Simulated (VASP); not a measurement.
# ZnS (P1) in VASP: single point with r2SCAN

Aim: the single point of ZnS with r2SCAN.

All numbers are computed with VASP 6.6.1; they aren't measurements. Logs are shortened: lines on timing, memory, paths and dates and some standing lists are left out, and cuts for length are marked.

## Step 1: The cell of the first run

The typed cell holds 4 atoms: a = 3.810 Å, b = 3.756 Å, c = 6.225 Å, α = 88.98°, β = 90.33°, γ = 118.65°.

## Step 2: Single point, r2SCAN (atoms moved at random and the cell strained at random)

The input, POSCAR:

```
ZnS
1.0
    3.8093252807      0.0602328843     -0.0111307360
   -1.8524994324      3.2668539584      0.0335715773
   -0.0182075651      0.0528995144      6.2243244535
Zn S
2 2
Direct
    0.3914293758      0.6811787427     -0.0119964739
    0.6267969589      0.3194236276      0.4933110722
    0.3036895058      0.6728523402      0.3908897087
    0.6780841596      0.3265452895      0.8977956930
```

The input, INCAR.step1:

```
PREC     = Accurate       # precision mode
ENCUT    = 520            # plane-wave cutoff, eV
ISMEAR   = 0              # smearing method
SIGMA    = 0.05           # smearing width, eV
LREAL    = False          # projectors in reciprocal space
LASPH    = True           # aspherical terms in the spheres
NELM     = 80             # most SCF steps
NBANDS   = 26             # bands
GGA      = PE             # functional
ALGO     = Normal         # electronic algorithm
EDIFF    = 1E-4           # SCF threshold, eV
LWAVE    = True           # write WAVECAR
LCHARG   = False          # write CHGCAR
```

The input, INCAR.step2:

```
PREC     = Accurate       # precision mode
ENCUT    = 520            # plane-wave cutoff, eV
EDIFF    = 1E-6           # SCF threshold, eV
ISMEAR   = 0              # smearing method
SIGMA    = 0.05           # smearing width, eV
LREAL    = False          # projectors in reciprocal space
LASPH    = True           # aspherical terms in the spheres
NELM     = 80             # most SCF steps
ALGO     = Normal         # electronic algorithm
ISIF     = 2              # what is computed and relaxed
LWAVE    = False          # write WAVECAR
LCHARG   = True           # write CHGCAR
METAGGA  = R2SCAN         # meta-GGA
LMIXTAU  = True         
LELF     = True           # ELF
LVHAR    = True         
NBANDS   = 26             # bands
ISTART   = 1
```

The input, KPOINTS:

```
Automatic mesh
0
Gamma
  6 6 4
```

Potentials or basis: VASP PAW PBE potentials, release 64 (Zn, S).

Launch:

```console
$ cat potpaw_PBE.64/Zn/POTCAR potpaw_PBE.64/S/POTCAR > POTCAR
$ cp INCAR.step1 INCAR
$ mpirun -np 1 vasp_std > vasp.out
$ cp INCAR.step2 INCAR
$ mpirun -np 1 vasp_std > vasp.out
```

OUTCAR:

```text
PREC = Accurate
   ENCUT = 520
   EDIFF = 1E-6
   ISMEAR = 0
   LREAL = False
   LASPH = True
   NELM = 80
   ISIF = 2
   METAGGA = R2SCAN
   ISTART = 1

 ion  position               nearest neighbor table
   1  0.391  0.681  0.988-   4 2.17   4 2.19   4 2.45   3 2.53
   2  0.627  0.319  0.493-   3 2.24   3 2.28   3 2.35   4 2.52
   3  0.304  0.673  0.391-   2 2.24   2 2.28   2 2.35   1 2.53
   4  0.678  0.327  0.898-   1 2.17   1 2.19   1 2.45   2 2.52

  LATTYP: Found a triclinic cell.
 ALAT       =     3.7556911459
 B/A-ratio  =     1.0144118786
 C/A-ratio  =     1.6573716074
 COS(alpha) =     0.0057118456
 COS(beta)  =     0.0177736447
 COS(gamma) =     0.4794615236

  Lattice vectors:

 A1 = (  -1.8524994324,   3.2668539584,   0.0335715773)
 A2 = (  -3.8093252807,  -0.0602328843,   0.0111307360)
 A3 = (  -0.0182075651,   0.0528995144,   6.2243244535)

Analysis of symmetry for initial positions (statically):
=====================================================================
 Subroutine PRICEL returns:
 Original cell was already a primitive cell.

 Routine SETGRP: Setting up the symmetry group for a
 triclinic supercell.

 Subroutine GETGRP returns: Found  1 space group operations
 (whereof  1 operations were pure point group operations)
 out of a pool of  2 trial point group operations.

The static configuration has the point symmetry C_1 .

Analysis of symmetry for dynamics (positions and initial velocities):
=====================================================================
 Subroutine PRICEL returns:
 Original cell was already a primitive cell.

 Routine SETGRP: Setting up the symmetry group for a
 triclinic supercell.

 Subroutine GETGRP returns: Found  1 space group operations
 (whereof  1 operations were pure point group operations)
 out of a pool of  2 trial point group operations.

The dynamic configuration has the point symmetry C_1 .

 Subroutine INISYM returns: Found  1 space group operations
 (whereof  1 operations are pure point group operations),
 and found     1 'primitive' translations

----------------------------------------------------------------------------------------

                                     Primitive cell

  volume of cell :      78.1468

  direct lattice vectors                    reciprocal lattice vectors
     3.809325281  0.060232884 -0.011130736     0.260179311  0.147542124 -0.000492853
    -1.852499432  3.266853958  0.033571577    -0.004805031  0.303406805 -0.002592661
    -0.018207565  0.052899514  6.224324454     0.000491186 -0.001372614  0.160673108

  length of vectors
     3.809817711  3.755691146  6.224575871     0.299102315  0.303455927  0.160679722

  position of ions in fractional coordinates (direct lattice)
     0.391429376  0.681178743  0.988003526
     0.626796959  0.319423628  0.493311072
     0.303689506  0.672852340  0.390889709
     0.678084160  0.326545289  0.897795693

  ion indices of the primitive-cell ions
   primitive index   ion index
                 1           1
                 2           2
                 3           3
                 4           4

----------------------------------------------------------------------------------------

 KPOINTS: Automatic mesh

Automatic generation of k-mesh.
 Grid dimensions read from file:
 generate k-points for:    6    6    4

 Generating k-lattice:

  Cartesian coordinates                     Fractional coordinates (reciprocal lattice)
     0.043363218  0.024590354 -0.000082142     0.166666667  0.000000000  0.000000000
    -0.000800838  0.050567801 -0.000432110     0.000000000  0.166666667  0.000000000
     0.000122796 -0.000343153  0.040168277     0.000000000 -0.000000000  0.250000000

  Length of vectors
     0.049850386  0.050575988  0.040169930

  Shift w.r.t. Gamma in fractional coordinates (k-lattice)
     0.000000000  0.000000000  0.000000000

 Subroutine IBZKPT returns following result:
 ===========================================

 Found     76 irreducible k-points:

 Following reciprocal coordinates:
            Coordinates               Weight
  0.000000  0.000000  0.000000      1.000000
  0.166667  0.000000  0.000000      2.000000
  0.333333 -0.000000  0.000000      2.000000
  0.500000 -0.000000  0.000000      1.000000
 -0.000000  0.166667  0.000000      2.000000
  0.166667  0.166667  0.000000      2.000000
[... 16 lines left out ...]
  0.333333 -0.000000  0.250000      2.000000
  0.500000 -0.000000  0.250000      2.000000
 [... further k-points ...]
   k-points           NKPTS =     76   k-points in BZ     NKDIM =     76   number of bands    NBANDS=     26
   number of dos      NEDOS =    301   number of ions     NIONS =      4
   total plane-waves  NPLWV =  37632
   dimension x,y,z NGX =    28 NGY =   28 NGZ =   48
   dimension x,y,z NGXF=    56 NGYF=   56 NGZF=   96
   ions per type =               2   2
   NGX,Y,Z   is equivalent  to a cutoff of  12.22, 12.39, 12.82 a.u.
   NGXF,Y,Z  is equivalent  to a cutoff of  24.44, 24.79, 25.64 a.u.
 SYSTEM =  unknown system
   PREC   = accura    normal or accurate (medium, high low for compatibility)
   ISTART =      1    job   : 0-new  1-cont  2-samecut
   ICHARG =      0    charge: 1-file 2-atom 10-const
   ISPIN  =      1    spin polarized calculation?
   LNONCOLLINEAR =      F non collinear calculations
   LSORBIT =      F    spin-orbit coupling
   LASPH  =      T    aspherical Exc in radial PAW
   ENCUT  =  520.0 eV  38.22 Ry    6.18 a.u.   7.08  6.98 11.57*2*pi/ulx,y,z
   NELM   =     80;   NELMIN=  2; NELMDL=  0     # of ELM steps
   EDIFF  = 0.1E-05   stopping-criterion for ELM
   LREAL  =      F    real-space projection
   EDIFFG = 0.1E-04   stopping-criterion for IOM
   NSW    =      0    number of steps for IOM
   IBRION =     -1    ionic relax: 0-MD 1-quasi-New 2-CG
   NFREE  =      0    steps in history (QN), initial steepest desc. (CG)
   ISIF   =      2    stress and relaxation
   ISYM   =      2    0-nonsym 1-usesym 2-fastsym
   POTIM  = 0.5000    time-step for ionic-motion
   TEBEG  =    0.0;   TEEND  =   0.0 temperature during run
   PSTRESS=    0.0 pullay stress
   NELECT =      36.0000    total number of electrons
   NUPDOWN=      -1.0000    fix difference up-down
   EMIN   =  10.00;   EMAX   =-10.00  energy-range for DOS
   EFERMI =   0.00;   METHOD = LEGACY
   ISMEAR =     0;   SIGMA  =   0.05  broadening in eV -4-tet -1-fermi 0-gaus
   EFERMI_NEDOS =   21; number of points for ismear=-14 and -15
   IALGO  =     38    algorithm
   IMIX   =      4    mixing-type and parameters
     AMIX     =   0.40;   BMIX     =  1.00
     AMIX_MAG =   1.60;   BMIX_MAG =  1.00
  volume/ion in A,a.u.               =      19.54       131.84
  Fermi-wavevector in a.u.,A,eV,Ry     =   1.264363  2.389300 21.750475  1.598615
  Thomas-Fermi vector in A             =   2.397672
   LORBIT       =      0    0 simple, 1 ext, 2 COOP (PROOUT), +10 PAW based schemes
   METAGGA = R2SCAN    functional components
   LHFCALC =     F    Hartree Fock is set to
   AEXX    =    0.0000 exact exchange contribution
   IVDW    =     0    specifies the selected vdW correction
   LEPSILON=     F    determine dielectric tensor
   LRPA    =     F    only Hartree local field effects (RPA)
 non-spin polarized calculation
 Gauss-broadening in eV      SIGMA  =   0.05
  energy-cutoff  :      520.00
  volume of cell :       78.15
 maximum number of plane-waves:      2123
   NGX = 15   NGY = 13   NGZ = 23

 number of electron      35.9999999 magnetization

 Free energy of the ion-electron system (eV)
  ---------------------------------------------------
  ext. energy  EPLUGINS =         0.00000000
  ---------------------------------------------------
  free energy    TOTEN  =       -37.39957143 eV

  energy without entropy =      -37.39957143  energy(sigma->0) =      -37.39957143

 E-fermi :   2.1794     XC(G=0): -10.3173

 val. band max:        1.9747058426   @ k =   0.0000   0.0000   0.0000
 cond. band min:       4.7948418645   @ k =   0.0000   0.0000   0.0000
 fundamental gap:      2.8201360219
 Fermi energy:         2.1794164713

 k-point     1 :       0.0000    0.0000    0.0000
  band No.  band energies     occupation
      1     -11.8931      2.00000
      2     -10.9646      2.00000
      3      -4.9376      2.00000
      4      -4.7712      2.00000
      5      -4.6600      2.00000
      6      -4.6151      2.00000
[... 18 lines left out ...]
     25      10.2190      0.00000
     26      11.7133      0.00000

 k-point     2 :       0.1667    0.0000    0.0000
  band No.  band energies     occupation
      1     -11.7143      2.00000
      2     -10.8609      2.00000
      3      -4.8933      2.00000
      4      -4.7662      2.00000
      5      -4.6308      2.00000
      6      -4.5811      2.00000
[... 18 lines left out ...]
     25      10.8406      0.00000
     26      11.0575      0.00000

 k-point     3 :       0.3333   -0.0000    0.0000
  band No.  band energies     occupation
      1     -11.2913      2.00000
      2     -10.6699      2.00000
      3      -4.8048      2.00000
      4      -4.7256      2.00000
      5      -4.5599      2.00000
      6      -4.4895      2.00000
[... 18 lines left out ...]
     25      10.7074      0.00000
     26      12.1663      0.00000

 k-point     4 :       0.5000   -0.0000    0.0000
  band No.  band energies     occupation
      1     -11.0143      2.00000
      2     -10.6108      2.00000
      3      -4.7613      2.00000
      4      -4.6974      2.00000
      5      -4.4539      2.00000
      6      -4.4317      2.00000
[... 18 lines left out ...]
     25      11.2790      0.00000
     26      13.5327      0.00000

 k-point     5 :      -0.0000    0.1667    0.0000
  band No.  band energies     occupation
      1     -11.6953      2.00000
      2     -10.8451      2.00000
      3      -4.9396      2.00000
      4      -4.7011      2.00000
      5      -4.6393      2.00000
      6      -4.5520      2.00000
[... 18 lines left out ...]
     25      10.5995      0.00000
     26      10.7763      0.00000

 k-point     6 :       0.1667    0.1667    0.0000
  band No.  band energies     occupation
      1     -11.3899      2.00000
      2     -10.7013      2.00000
      3      -4.8739      2.00000
      4      -4.6511      2.00000
      5      -4.5784      2.00000
      6      -4.4799      2.00000
[... 427 lines left out ...]
 k-point    21 :       0.0000    0.0000    0.2500
  band No.  band energies     occupation
      1     -11.7828      2.00000
      2     -11.1101      2.00000
      3      -4.9361      2.00000
      4      -4.7761      2.00000
      5      -4.6647      2.00000
      6      -4.6169      2.00000
[... 18 lines left out ...]
     25       9.9225      0.00000
     26      10.9211      0.00000

 k-point    22 :       0.1667   -0.0000    0.2500
  band No.  band energies     occupation
      1     -11.6147      2.00000
      2     -10.9866      2.00000
      3      -4.8912      2.00000
      4      -4.7723      2.00000
      5      -4.6372      2.00000
      6      -4.5855      2.00000
[... 18 lines left out ...]
     25      10.6218      0.00000
     26      10.8492      0.00000

 k-point    23 :       0.3333   -0.0000    0.2500
  band No.  band energies     occupation
      1     -11.2232      2.00000
      2     -10.7422      2.00000
      3      -4.8010      2.00000
      4      -4.7264      2.00000
      5      -4.5906      2.00000
      6      -4.4990      2.00000
[... 18 lines left out ...]
     25      10.9732      0.00000
     26      12.4491      0.00000

 k-point    24 :       0.5000   -0.0000    0.2500
  band No.  band energies     occupation
      1     -10.9783      2.00000
      2     -10.6373      2.00000
      3      -4.7564      2.00000
      4      -4.7089      2.00000
      5      -4.5035      2.00000
      6      -4.4478      2.00000
[... 18 lines left out ...]
     25      12.1535      0.00000
     26      13.7143      0.00000

 [... further k-points ...]

------------------------ aborting loop because EDIFF is reached ----------------------------------------

  FORCE on cell =-STRESS in cart. coord.  units (eV):
  Direction    XX          YY          ZZ          XY          YZ          ZX
  --------------------------------------------------------------------------------------
  -------------------------------------------------------------------------------------
  Total        0.9946191      3.1061628     -0.8507611     -1.7193367     -0.1571631     -0.3405592
  in kB       20.3918255     63.6830049    -17.4424278    -35.2500917     -3.2221800     -6.9821953
  external PRESSURE =      22.2108009 kB  Pullay stress =       0.0000000 kB

 VOLUME and BASIS-vectors are now :
 -----------------------------------------------------------------------------
  energy-cutoff  :      520.00
  volume of cell :       78.15
      direct lattice vectors                 reciprocal lattice vectors
     3.809325281  0.060232884 -0.011130736     0.260179311  0.147542124 -0.000492853
    -1.852499432  3.266853958  0.033571577    -0.004805031  0.303406805 -0.002592661
    -0.018207565  0.052899514  6.224324454     0.000491186 -0.001372614  0.160673108

 POSITION                                       TOTAL-FORCE (eV/Angst)
 -----------------------------------------------------------------------------------
      0.21121      2.30115      6.16817        -1.219101     -0.451340      0.983292
      1.78696      1.10736      3.07428         0.260675      0.449786      0.612430
     -0.09672      2.23708      2.45223        -0.046034     -0.468278     -0.536388
      1.96177      1.15511      5.59159         1.004460      0.469833     -1.059334
 -----------------------------------------------------------------------------------
    total drift:                               -0.007901      0.007188     -0.001319

  FREE ENERGIE OF THE ION-ELECTRON SYSTEM (eV)
  ---------------------------------------------------
  free  energy   TOTEN  =       -37.3995714282 eV

  energy  without entropy=      -37.3995714282  energy(sigma->0) =      -37.39957143
```

Run time: 6.5 min. Hardware: 1 thread of Intel Xeon Platinum 8259CL at 2.50GHz (Skylake/Cascade Lake), shared host; peak memory 0.28 GiB.

What came out:

* Free energy: -37.3996 eV
* Pressure: 2.2 GPa
* Largest force: 1.630 eV/Å
* Band gap on the k mesh: 2.82 eV

Forces in eV/Å, atoms in the order of the input:
```
Zn  -1.219 -0.451  0.983
Zn   0.261  0.450  0.612
S   -0.046 -0.468 -0.536
S    1.004  0.470 -1.059
```

Stress tensor (GPa, compression positive):
```
 2.04 -3.53 -0.70
-3.53  6.37 -0.32
-0.70 -0.32 -1.74
```

Levels at points of the mesh, in eV from the valence-band top:
```csv
k point,band 15,band 16,band 17,band 18,band 19,band 20,band 21,band 22
"(0.00, 0.00, 0.00)",-0.76,-0.20,-0.05,0.00,2.82,3.27,6.27,7.14
"(0.50, 0.00, 0.00)",-3.22,-2.29,-1.43,-1.13,3.84,4.88,5.89,7.56
"(0.00, 0.50, 0.00)",-2.96,-2.37,-1.57,-1.25,3.94,4.78,5.54,7.29
"(0.50, 0.50, 0.00)",-3.01,-2.53,-1.37,-1.34,3.71,4.42,4.98,7.63
"(0.00, 0.00, 0.50)",-0.79,-0.55,-0.39,-0.37,3.86,3.96,6.54,6.94
"(0.50, 0.00, 0.50)",-1.89,-1.66,-1.47,-1.28,3.87,4.11,5.17,5.52
"(0.00, 0.50, 0.50)",-2.03,-1.81,-1.42,-1.37,3.97,4.01,5.25,5.56
"(0.50, 0.50, 0.50)",-2.09,-1.94,-1.53,-1.49,3.97,4.15,5.16,5.38
```

Caveat: the cell differs from its parent crystal (atoms moved at random and the cell strained at random); the stress differs along the axes, from -2 to 6 GPa; the PAW data sets were made with another functional, which shifts forces and pressure a little.
